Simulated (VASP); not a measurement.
Set up this calculation in VASP 6.6.1, as the native input.

```
Task                   : single point
Functional             : PBE
Potentials or basis    : VASP PAW PBE potentials, release 64 (Na_pv, H)
Cutoff                 : 520 eV
k mesh                 : 4 × 4 × 4
Occupations            : gaussian, width 0.01 eV
Spin                   : no spin polarisation
Dipole correction      : no
Further INCAR settings : ALGO = Normal; EDIFF = 1e-06; NBANDS = 11
```

The structure of NaH lies in POSCAR:

```
NaH
1.0
    0.0000000000      2.3975116394      2.3975116394
    2.3975116394      0.0000000000      2.3975116394
    2.3975116394      2.3975116394      0.0000000000
Na H
1 1
Direct
    0.0000000000      0.0000000000      0.0000000000
    0.5000000000      0.5000000000      0.5000000000
```

These files were run (other wordings do the same):

INCAR

```
  PREC = Accurate
  ENCUT = 520
  EDIFF = 1E-6
  ISMEAR = 0
  SIGMA = 0.01
  LREAL = F
  LASPH = T
  NELM = 80
  ALGO = Normal
  ISIF = 2
  LWAVE = F
  LCHARG = F
  GGA = PE
  NBANDS = 11
```

KPOINTS

```
Automatic mesh
0
Gamma
  4 4 4
```

Potentials or basis: VASP PAW PBE potentials, release 64 (Na_pv, H).

Launch:

```console
$ cat potpaw_PBE.64/Na_pv/POTCAR potpaw_PBE.64/H/POTCAR > POTCAR
$ mpirun -np 1 vasp_std > vasp.out
```

Results of the run:

```
Pressure               : 0.5 GPa
Band gap on the k mesh : 3.80 eV, indirect (least direct gap 4.67 eV)
```

Caveat: the k points lie up to 0.57 Å⁻¹ apart.

Wall time 4 s on 1 thread of Intel Xeon 6975P-C, on a shared host, peak memory 0.14 GiB.
